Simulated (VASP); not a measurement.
# BN in VASP: further runs

Runs on BN. Level: PBE+D3(BJ). Tasks: single point.

Everything below comes from runs of VASP 6.6.1. Logs are shortened: lines on timing, memory, paths and dates and some standing lists are left out, and cuts for length are marked.

## (1) The cell of the first run

The cell holds a slab with vacuum, 10 atoms: a = 2.506 Å, b = 2.506 Å, c = 30.234 Å, α = 90.00°, β = 90.00°, γ = 120.00°.

## (2) Single point, PBE+D3(BJ)

INCAR

```
ALGO = Normal
DIPOL = 0.5 0.5 0.500
EDIFF = 1E-6
ENCUT = 520
GGA = PE
IDIPOL = 3
ISIF = 2
ISMEAR = 0
IVDW = 12
LASPH = T
LCHARG = F
LDIPOL = T
LREAL = F
LWAVE = F
NBANDS = 31
NELM = 60
PREC = Accurate
SIGMA = 0.05
```

KPOINTS

```
k-points
0
Gamma
  12 12 1
```

POSCAR

```
BN
1.0
    2.5064382241      0.0000000000      0.0000000000
   -1.2532191120      2.1706391751      0.0000000000
    0.0000000000      0.0000000000     30.2336900623
B N
5 5
Direct
    0.6666666667      0.3333333333      0.2811433200
    0.3333333333      0.6666666667      0.3905716600
    0.6666666667      0.3333333333      0.5000000000
    0.3333333333      0.6666666667      0.6094283400
    0.6666666667      0.3333333333      0.7188566800
    0.3333333333      0.6666666667      0.2811433200
    0.6666666667      0.3333333333      0.3905716600
    0.3333333333      0.6666666667      0.5000000000
    0.6666666667      0.3333333333      0.6094283400
    0.3333333333      0.6666666667      0.7188566800
```

Potentials or basis: VASP PAW PBE potentials, release 64 (B, N).

Started as:

```console
cat potpaw_PBE.64/B/POTCAR potpaw_PBE.64/N/POTCAR > POTCAR
mpirun -np 1 vasp_std > vasp.out
```

OUTCAR:

```text
EDIFF = 1E-6
   ENCUT = 520
   GGA = PE
   ISIF = 2
   ISMEAR = 0
   IVDW = 12
   LASPH = T
   LREAL = F
   NELM = 60
   PREC = Accurate
 IVDW          = 12

 ion  position               nearest neighbor table
   1  0.667  0.333  0.281-   6 1.45   6 1.45   6 1.45
   2  0.333  0.667  0.391-   7 1.45   7 1.45   7 1.45
   3  0.667  0.333  0.500-   8 1.45   8 1.45   8 1.45
   4  0.333  0.667  0.609-   9 1.45   9 1.45   9 1.45
   5  0.667  0.333  0.719-  10 1.45  10 1.45  10 1.45
   6  0.333  0.667  0.281-   1 1.45   1 1.45   1 1.45
   7  0.667  0.333  0.391-   2 1.45   2 1.45   2 1.45
   8  0.333  0.667  0.500-   3 1.45   3 1.45   3 1.45
   9  0.667  0.333  0.609-   4 1.45   4 1.45   4 1.45
  10  0.333  0.667  0.719-   5 1.45   5 1.45   5 1.45

  LATTYP: Found a hexagonal cell.
 ALAT       =     2.5064382241
 C/A-ratio  =    12.0624118207

  Lattice vectors:

 A1 = (   2.5064382241,   0.0000000000,   0.0000000000)
 A2 = (  -1.2532191120,   2.1706391751,   0.0000000000)
 A3 = (   0.0000000000,   0.0000000000,  30.2336900623)

Analysis of symmetry for initial positions (statically):
=====================================================================
 Subroutine PRICEL returns:
 Original cell was already a primitive cell.

 Routine SETGRP: Setting up the symmetry group for a
 hexagonal supercell.

 Subroutine GETGRP returns: Found 12 space group operations
 (whereof 12 operations were pure point group operations)
 out of a pool of 24 trial point group operations.

The static configuration has the point symmetry D_3h.

Analysis of symmetry for dynamics (positions and initial velocities):
=====================================================================
 Subroutine PRICEL returns:
 Original cell was already a primitive cell.

 Routine SETGRP: Setting up the symmetry group for a
 hexagonal supercell.

 Subroutine GETGRP returns: Found 12 space group operations
 (whereof 12 operations were pure point group operations)
 out of a pool of 24 trial point group operations.

The dynamic configuration has the point symmetry D_3h.

 Subroutine INISYM returns: Found 12 space group operations
 (whereof 12 operations are pure point group operations),
 and found     1 'primitive' translations

----------------------------------------------------------------------------------------

                                     Primitive cell

  volume of cell :     164.4886

  direct lattice vectors                    reciprocal lattice vectors
     2.506438224  0.000000000  0.000000000     0.398972530  0.230346898  0.000000000
    -1.253219112  2.170639175  0.000000000     0.000000000  0.460693795  0.000000000
     0.000000000  0.000000000 30.233690062     0.000000000  0.000000000  0.033075685

  length of vectors
     2.506438224  2.506438224 30.233690062     0.460693795  0.460693795  0.033075685

  position of ions in fractional coordinates (direct lattice)
     0.666666667  0.333333333  0.281143320
     0.333333333  0.666666667  0.390571660
     0.666666667  0.333333333  0.500000000
     0.333333333  0.666666667  0.609428340
     0.666666667  0.333333333  0.718856680
     0.333333333  0.666666667  0.281143320
     0.666666667  0.333333333  0.390571660
     0.333333333  0.666666667  0.500000000
     0.666666667  0.333333333  0.609428340
     0.333333333  0.666666667  0.718856680

  ion indices of the primitive-cell ions
   primitive index   ion index
                 1           1
                 2           2
                 3           3
                 4           4
                 5           5
                 6           6
                 7           7
                 8           8
                 9           9
                10          10

----------------------------------------------------------------------------------------

 KPOINTS: k-points

Automatic generation of k-mesh.
 Grid dimensions read from file:
 generate k-points for:   12   12    1

 Generating k-lattice:

  Cartesian coordinates                     Fractional coordinates (reciprocal lattice)
     0.033247711  0.019195575  0.000000000     0.083333333  0.000000000  0.000000000
     0.000000000  0.038391150  0.000000000     0.000000000  0.083333333  0.000000000
     0.000000000  0.000000000  0.033075685     0.000000000  0.000000000  1.000000000

  Length of vectors
     0.038391150  0.038391150  0.033075685

  Shift w.r.t. Gamma in fractional coordinates (k-lattice)
     0.000000000  0.000000000  0.000000000

 Subroutine IBZKPT returns following result:
 ===========================================

 Found     19 irreducible k-points:

 Following reciprocal coordinates:
            Coordinates               Weight
  0.000000  0.000000  0.000000      1.000000
  0.083333 -0.000000  0.000000      6.000000
  0.166667 -0.000000  0.000000      6.000000
  0.250000  0.000000  0.000000      6.000000
  0.333333 -0.000000  0.000000      6.000000
  0.416667  0.000000  0.000000      6.000000
[... 11 lines left out ...]
  0.333333  0.250000  0.000000     12.000000
  0.333333  0.333333  0.000000      2.000000
   k-points           NKPTS =     19   k-points in BZ     NKDIM =     19   number of bands    NBANDS=     31
   number of dos      NEDOS =    301   number of ions     NIONS =     10
   total plane-waves  NPLWV =  96000
   dimension x,y,z NGX =    20 NGY =   20 NGZ =  240
   dimension x,y,z NGXF=    40 NGYF=   40 NGZF=  480
   ions per type =               5   5
   NGX,Y,Z   is equivalent  to a cutoff of  13.27, 13.27, 13.20 a.u.
   NGXF,Y,Z  is equivalent  to a cutoff of  26.53, 26.53, 26.39 a.u.
 SYSTEM =  unknown system
   PREC   = accura    normal or accurate (medium, high low for compatibility)
   ISTART =      0    job   : 0-new  1-cont  2-samecut
   ICHARG =      2    charge: 1-file 2-atom 10-const
   ISPIN  =      1    spin polarized calculation?
   LNONCOLLINEAR =      F non collinear calculations
   LSORBIT =      F    spin-orbit coupling
   LASPH  =      T    aspherical Exc in radial PAW
   ENCUT  =  520.0 eV  38.22 Ry    6.18 a.u.   4.66  4.66 56.21*2*pi/ulx,y,z
   NELM   =     60;   NELMIN=  2; NELMDL= -5     # of ELM steps
   EDIFF  = 0.1E-05   stopping-criterion for ELM
   LREAL  =      F    real-space projection
   EDIFFG = 0.1E-04   stopping-criterion for IOM
   NSW    =      0    number of steps for IOM
   IBRION =     -1    ionic relax: 0-MD 1-quasi-New 2-CG
   NFREE  =      0    steps in history (QN), initial steepest desc. (CG)
   ISIF   =      2    stress and relaxation
   ISYM   =      2    0-nonsym 1-usesym 2-fastsym
   POTIM  = 0.5000    time-step for ionic-motion
   TEBEG  =    0.0;   TEEND  =   0.0 temperature during run
   PSTRESS=    0.0 pullay stress
   NELECT =      40.0000    total number of electrons
   NUPDOWN=      -1.0000    fix difference up-down
   EMIN   =  10.00;   EMAX   =-10.00  energy-range for DOS
   EFERMI =   0.00;   METHOD = LEGACY
   ISMEAR =     0;   SIGMA  =   0.05  broadening in eV -4-tet -1-fermi 0-gaus
   EFERMI_NEDOS =   21; number of points for ismear=-14 and -15
   IALGO  =     38    algorithm
   IMIX   =      4    mixing-type and parameters
     AMIX     =   0.40;   BMIX     =  1.00
     AMIX_MAG =   1.60;   BMIX_MAG =  1.00
  volume/ion in A,a.u.               =      16.45       111.00
  Fermi-wavevector in a.u.,A,eV,Ry     =   1.021840  1.930998 14.206618  1.044157
  Thomas-Fermi vector in A             =   2.155487
   LORBIT       =      0    0 simple, 1 ext, 2 COOP (PROOUT), +10 PAW based schemes
   GGA     = PE    functional components
   LHFCALC =     F    Hartree Fock is set to
   AEXX    =    0.0000 exact exchange contribution
   IVDW    =    12    specifies the selected vdW correction
   LEPSILON=     F    determine dielectric tensor
   LRPA    =     F    only Hartree local field effects (RPA)
 non-spin polarized calculation
 Gauss-broadening in eV      SIGMA  =   0.05
  energy-cutoff  :      520.00
  volume of cell :      164.49
 maximum number of plane-waves:      4469
 NGX is ok and might be reduce to    20
   NGX =  9   NGY =  9   NGZ =113

 number of electron      39.9999998 magnetization

 dipolmoment           0.000000      0.000000     -0.000000 electrons x Angstroem

 Free energy of the ion-electron system (eV)
  ---------------------------------------------------
  ext. energy  EPLUGINS =         0.00000000
  ---------------------------------------------------
  free energy    TOTEN  =       -87.90363422 eV

  energy without entropy =      -87.90363422  energy(sigma->0) =      -87.90363422

 E-fermi :  -1.1018     XC(G=0):  -5.8125

 val. band max:       -1.3875848627   @ k =   0.3333   0.3333   0.0000
 cond. band min:       2.9016376768   @ k =   0.5000   0.0000   0.0000
 fundamental gap:      4.2892225395
 Fermi energy:        -1.1018258005

 k-point     1 :       0.0000    0.0000    0.0000
  band No.  band energies     occupation
      1     -19.1711      2.00000
      2     -19.1118      2.00000
      3     -19.0334      2.00000
      4     -18.9590      2.00000
      5     -18.9080      2.00000
      6      -7.4982      2.00000
[... 23 lines left out ...]
     30       8.8960      0.00000
     31       9.9323      0.00000

 k-point     2 :       0.0833   -0.0000    0.0000
  band No.  band energies     occupation
      1     -19.0356      2.00000
      2     -18.9771      2.00000
      3     -18.8999      2.00000
      4     -18.8267      2.00000
      5     -18.7766      2.00000
      6      -7.3129      2.00000
[... 570 lines left out ...]
 k-point    19 :       0.3333    0.3333    0.0000
  band No.  band energies     occupation
      1     -15.3819      2.00000
      2     -15.3819      2.00000
      3     -15.3816      2.00000
      4     -15.3658      2.00000
      5     -15.3658      2.00000
      6      -9.3512      2.00000
[... 23 lines left out ...]
     30      11.8571      0.00000
     31      11.9348      0.00000

------------------------ aborting loop because EDIFF is reached ----------------------------------------

 vacuum level on the upper side and lower side of the slab       (xc-potential included)        -0.220        -0.220

 Edisp (eV)   -1.27148

 E8    (eV) :    -0.3801

  FORCE on cell =-STRESS in cart. coord.  units (eV):
  Direction    XX          YY          ZZ          XY          YZ          ZX
  --------------------------------------------------------------------------------------
  -------------------------------------------------------------------------------------
  Total       0.22447     0.22447    -0.02709     0.00000     0.00000     0.00000
  in kB       2.18643     2.18643    -0.26389     0.00000     0.00000     0.00000
  external pressure =        1.37 kB  Pullay stress =        0.00 kB

 VOLUME and BASIS-vectors are now :
 -----------------------------------------------------------------------------
  energy-cutoff  :      520.00
  volume of cell :      164.49
      direct lattice vectors                 reciprocal lattice vectors
     2.506438224  0.000000000  0.000000000     0.398972530  0.230346898  0.000000000
    -1.253219112  2.170639175  0.000000000     0.000000000  0.460693795  0.000000000
     0.000000000  0.000000000 30.233690062     0.000000000  0.000000000  0.033075685

 POSITION                                       TOTAL-FORCE (eV/Angst)
 -----------------------------------------------------------------------------------
      1.25322      0.72355      8.50000        -0.000000      0.000000      0.020840
     -0.00000      1.44709     11.80842         0.000000     -0.000000      0.003677
      1.25322      0.72355     15.11685         0.000000     -0.000000     -0.000000
     -0.00000      1.44709     18.42527         0.000000     -0.000000     -0.003677
      1.25322      0.72355     21.73369        -0.000000      0.000000     -0.020840
     -0.00000      1.44709      8.50000         0.000000     -0.000000     -0.029166
      1.25322      0.72355     11.80842        -0.000000     -0.000000      0.002439
     -0.00000      1.44709     15.11685         0.000000     -0.000000     -0.000000
      1.25322      0.72355     18.42527        -0.000000     -0.000000     -0.002439
     -0.00000      1.44709     21.73369         0.000000     -0.000000      0.029166
 -----------------------------------------------------------------------------------
    total drift:                                0.000000     -0.000000     -0.000000

  FREE ENERGIE OF THE ION-ELECTRON SYSTEM (eV)
  ---------------------------------------------------
  free  energy   TOTEN  =       -89.1751095880 eV

  energy  without entropy=      -89.1751095880  energy(sigma->0) =      -89.17510959

 vacuum level on the upper side and lower side of the slab         4.324         4.324
```

It took 2.6 min on 1 thread of AMD EPYC 7R43 (Zen 3), shared host; peak memory 0.28 GiB.

Results:

| Quantity | Value |
| --- | --- |
| Free energy | -89.1751 eV |
| Largest force | 0.029 eV/Å |
| Band gap on the k mesh | 4.29 eV, indirect (least direct gap 4.64 eV) |
| Dispersion energy per atom | -0.127 eV |

Forces in eV/Å, atoms in the order of the input:
```
B    0.000  0.000  0.021
B    0.000  0.000  0.004
B    0.000  0.000  0.000
B    0.000  0.000 -0.004
B    0.000  0.000 -0.021
N    0.000  0.000 -0.029
N    0.000  0.000  0.002
N    0.000  0.000  0.000
N    0.000  0.000 -0.002
N    0.000  0.000  0.029
```

Levels at points of the mesh, in eV from the valence-band top:
| k point | band 18 | band 19 | band 20 | band 21 | band 22 | band 23 |
| --- | --- | --- | --- | --- | --- | --- |
| (0.00, 0.00, 0.00) | -1.32 | -1.31 | -1.31 | 4.94 | 5.04 | 5.79 |
| (0.50, 0.00, 0.00) | -0.91 | -0.66 | -0.49 | 4.29 | 4.45 | 4.75 |

## (3) Single point, PBE+D3(BJ)

This run uses another cell than the first one: it holds 6 atoms, not 10.

INCAR

```
PREC = Accurate
ENCUT = 520
EDIFF = 1E-6
ISMEAR = 0
SIGMA = 0.05
LREAL = F
LASPH = T
NELM = 100
ALGO = Normal
ISIF = 2
LWAVE = F
LCHARG = T
LDIPOL = T
IDIPOL = 3
DIPOL = 0.5 0.5 0.500
GGA = PE
IVDW = 12
LELF = T
LVHAR = T
LVACPOTAV = T
NBANDS = 21
```

KPOINTS

```
Automatic mesh
0
Gamma
  12 12 1
```

POSCAR

```
BN
1.0
    2.5064381600      0.0000000000      0.0000000000
   -1.2532190800      2.1706391196      0.0000000000
    0.0000000000      0.0000000000     23.6168458209
B N
3 3
Direct
    0.3333333333      0.6666666667      0.3599125838
    0.6666666667      0.3333333333      0.5000000000
    0.3333333333      0.6666666667      0.6400874162
    0.6666666667      0.3333333333      0.3599125838
    0.3333333333      0.6666666667      0.5000000000
    0.6666666667      0.3333333333      0.6400874162
```

Potentials or basis: VASP PAW PBE potentials, release 64 (B, N).

Started as:

```console
cat potpaw_PBE.64/B/POTCAR potpaw_PBE.64/N/POTCAR > POTCAR
mpirun -np 1 vasp_std > vasp.out
```

OUTCAR:

```text
PREC = Accurate
   ENCUT = 520
   EDIFF = 1E-6
   ISMEAR = 0
   LREAL = F
   LASPH = T
   NELM = 100
   ISIF = 2
   GGA = PE
   IVDW = 12
 IVDW          = 12

 ion  position               nearest neighbor table
   1  0.333  0.667  0.360-   4 1.45   4 1.45   4 1.45
   2  0.667  0.333  0.500-   5 1.45   5 1.45   5 1.45
   3  0.333  0.667  0.640-   6 1.45   6 1.45   6 1.45
   4  0.667  0.333  0.360-   1 1.45   1 1.45   1 1.45
   5  0.333  0.667  0.500-   2 1.45   2 1.45   2 1.45
   6  0.667  0.333  0.640-   3 1.45   3 1.45   3 1.45

[... 663 lines left out ...]
  -------------------------------------------------------------------------------------
  Total       0.18477     0.18477     0.00228     0.00000    -0.00000     0.00000
  in kB       2.30401     2.30401     0.02849     0.00000    -0.00000     0.00000
  external pressure =        1.55 kB  Pullay stress =        0.00 kB

 VOLUME and BASIS-vectors are now :
 -----------------------------------------------------------------------------
  energy-cutoff  :      520.00
  volume of cell :      128.49
      direct lattice vectors                 reciprocal lattice vectors
     2.506438160  0.000000000  0.000000000     0.398972540  0.230346904  0.000000000
    -1.253219080  2.170639120  0.000000000     0.000000000  0.460693807  0.000000000
     0.000000000  0.000000000 23.616845821     0.000000000  0.000000000  0.042342657

 POSITION                                       TOTAL-FORCE (eV/Angst)
 -----------------------------------------------------------------------------------
     -0.00000      1.44709      8.50000         0.000000     -0.000000      0.020372
      1.25322      0.72355     11.80842        -0.000000      0.000000      0.000000
     -0.00000      1.44709     15.11685         0.000000     -0.000000     -0.020372
      1.25322      0.72355      8.50000        -0.000000     -0.000000     -0.029737
     -0.00000      1.44709     11.80842         0.000000      0.000000      0.000000
      1.25322      0.72355     15.11685        -0.000000     -0.000000      0.029737
 -----------------------------------------------------------------------------------
    total drift:                               -0.000000      0.000000      0.000000

  FREE ENERGIE OF THE ION-ELECTRON SYSTEM (eV)
  ---------------------------------------------------
  free  energy   TOTEN  =       -53.4585646856 eV

  energy  without entropy=      -53.4585646856  energy(sigma->0) =      -53.45856469

 vacuum level on the upper side and lower side of the slab         3.422         3.422
```

It took 43 s on 1 thread of Intel Xeon 6975P-C (Granite Rapids), shared host; peak memory 0.26 GiB.

Results:

* Free energy: -53.4586 eV
* Largest force: 0.030 eV/Å
* Band gap on the k mesh: 4.35 eV, indirect (least direct gap 4.66 eV)
* Dispersion energy per atom: -0.118 eV

Forces on the atoms (eV/Å):
```
B    0.000  0.000  0.020
B    0.000  0.000  0.000
B    0.000  0.000 -0.020
N    0.000  0.000 -0.030
N    0.000  0.000  0.000
N    0.000  0.000  0.030
```

## (4) Single point, PBE+D3(BJ)

This run uses another cell than the first one: it holds 2 atoms, not 10.

INCAR

```
  PREC = Accurate
  ENCUT = 520
  EDIFF = 1E-6
  ISMEAR = 0
  SIGMA = 0.02
  LREAL = False
  LASPH = True
  NELM = 80
  ALGO = Normal
  ISIF = 2
  LWAVE = False
  LCHARG = False
  LDIPOL = True
  IDIPOL = 3
  DIPOL = 0.5 0.5 0.500
  GGA = PE
  IVDW = 12
  NBANDS = 11
```

KPOINTS

```
regular mesh
0
Gamma
  12 12 1
```

POSCAR

```
BN
1.0
    2.5087676887      0.0000000000      0.0000000000
   -1.2543838444      2.1726565506      0.0000000000
    0.0000000000      0.0000000000     26.0000000000
B N
1 1
Direct
    0.6666666667      0.3333333333      0.5000000000
    0.3333333333      0.6666666667      0.5000000000
```

Started as:

```console
cat potpaw_PBE.64/B/POTCAR potpaw_PBE.64/N/POTCAR > POTCAR
mpirun -np 1 vasp_std > vasp.out
```

It took 28 s on 1 thread of Intel Xeon 6975P-C (Granite Rapids), shared host; peak memory 0.26 GiB.

Results (log left out):

```yaml
Free_energy: -17.7544 eV
Band_gap_on_the_k_mesh: 4.67 eV, direct
Dispersion_energy_per_atom: -0.077 eV
```

Levels at points of the mesh, in eV from the valence-band top:
| k point | band 1 | band 2 | band 3 | band 4 | band 5 | band 6 | band 7 | band 8 | band 9 |
| --- | --- | --- | --- | --- | --- | --- | --- | --- | --- |
| (0.00, 0.00, 0.00) | -17.64 | -5.22 | -1.35 | -1.35 | 4.69 | 5.58 | 5.85 | 6.31 | 6.57 |
| (0.50, 0.00, 0.00) | -14.57 | -8.87 | -4.13 | -0.90 | 4.79 | 9.70 | 12.46 | 12.90 | 13.12 |

(Part 1 of 2 ends here.)
